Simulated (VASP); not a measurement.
Input of a VASP 6.6.1 run:

Contents of INCAR:

```
PREC = Accurate ; ENCUT = 520
EDIFF = 1E-6 ; ISMEAR = 0
SIGMA = 0.1 ; LREAL = F
LASPH = T ; NELM = 100
ALGO = Normal ; ISIF = 2
LWAVE = F ; LCHARG = F
GGA = PE ; NBANDS = 50
```

File KPOINTS:

```
Automatic mesh
0
Gamma
  4 4 4
```

Contents of POSCAR:

```
HfSiO4
1.0
   -3.3228000747      3.3228000747      3.0071038838
    3.3228000747     -3.3228000747      3.0071038838
    3.3228000747      3.3228000747     -3.0071038838
Hf Si O
2 2 8
Direct
    0.7500000000      0.2500000000      0.5000000000
    0.0000000000      0.0000000000      0.0000000000
    0.2500000000      0.7500000000      0.5000000000
    0.5000000000      0.5000000000      0.0000000000
    0.1347400148      0.3189254326      0.8158145823
    0.0689254326      0.7531108503      0.6841854177
    0.5031108503      0.3189254326      0.1841854177
    0.0689254326      0.3847400148      0.3158145823
    0.6152599852      0.9310745674      0.6841854177
    0.6810745674      0.8652599852      0.1841854177
    0.2468891497      0.9310745674      0.3158145823
    0.6810745674      0.4968891497      0.8158145823
```

Potentials or basis: VASP PAW PBE potentials, release 64 (Hf_pv, Si, O).

Launch:

```console
$ cat potpaw_PBE.64/Hf_pv/POTCAR potpaw_PBE.64/Si/POTCAR potpaw_PBE.64/O/POTCAR > POTCAR
$ mpirun -np 1 vasp_std > vasp.out
```

(1) Predict the pressure.

(2) Predict the largest force.

(3) Estimate the band gap on the k mesh.

## Answers

(1) -1.6 GPa.

(2) 0.186 eV/Å.

(3) 5.27 eV (least direct gap 5.60 eV).

Caveat: spin-orbit coupling is left out, which moves the levels of the heavy elements.
